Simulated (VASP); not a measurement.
Runs of VASP 6.6.1 on PtSe2. The structure is that of space group C2/m (No. 12), or close to it. The cells are those of the table. 

```tsv
cell	gap on the mesh (eV)	pressure (GPa)	largest force (eV/Å)
a = 4.337, b = 4.127, c = 4.822 Å, angles 90.0, 90.0, 121.7°, 3 atoms	none	-16.8	1.16
a = 4.337, b = 3.921, c = 4.822 Å, angles 90.0, 90.0, 123.6°, 3 atoms	none	-12.4	0.83
a = 3.772, b = 4.203, c = 4.822 Å, angles 90.0, 90.0, 116.7°, 3 atoms	none	(a)	0.87
a = 4.054, b = 4.268, c = 4.822 Å, angles 90.0, 90.0, 118.4°, 3 atoms	none	-16.8	(b)
```

Alike in all rows: task single point; level PBE+D3(BJ); potentials or basis VASP PAW PBE potentials, release 64 (Pt, Se); no spin polarisation; k mesh 12 × 12 × 8; cutoff (eV) 520; smearing gaussian 0.15 eV.

Task: Estimate the missing entries.

Result: (a) -12.6; (b) 1.17.

Caveats: spin-orbit coupling is left out, which moves the levels of the heavy elements; pairwise dispersion overbinds metals, which lowers pressure and volume; forces of over 1 eV/Å act on the atoms, so gaps and moduli don't describe the material at rest (some runs).

A k mesh can miss the band edges, and the runs leave out spin-orbit coupling on Pt, Se.

A gap of «none» marks levels without a gap at the run's occupations.
